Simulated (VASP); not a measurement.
Runs of VASP 6.6.1 on Nb. The structure is that of space group Im-3m (No. 229), or close to it. The cells are those of the table. 

| cell | gap on the mesh (eV) | pressure (GPa) |
| --- | --- | --- |
| a = 3.026 Å, angles 109.5°, 1 atom | none | -21.6 |
| a = 2.787 Å, angles 110.9, 110.9, 106.7°, 1 atom | none | 16.1 |
| a = 2.738 Å, angles 109.5°, 1 atom | none | (a) |
| a = 2.762 Å, angles 110.2, 110.2, 108.1°, 1 atom | none | 22.1 |
| a = 2.835 Å, angles 108.1, 108.1, 112.2°, 1 atom | none | 5.3 |
| a = 2.786 Å, angles 108.8, 108.8, 110.9°, 1 atom | none | (b) |

Alike in all rows: task single point; level r2SCAN; potentials or basis VASP PAW PBE potentials, release 64 (Nb_sv); no spin polarisation; k mesh 20 × 20 × 20; cutoff (eV) 520; smearing gaussian 0.15 eV.

**Question.** Estimate the missing entries.

**Answer.** (a) 28.9; (b) 15.8.

Caveats: the PAW data sets were made with another functional, which shifts forces and pressure a little; the cell stands under pressure (at least some runs); the cell stands under tension (at least some runs); the stress differs along the axes, from 11 to 19 GPa (at least some runs); the stress differs along the axes, from 4 to 9 GPa (at least some runs).

A k mesh can miss the band edges, and the runs leave out spin-orbit coupling on Nb.

A gap of «none» marks levels without a gap at the run's occupations.
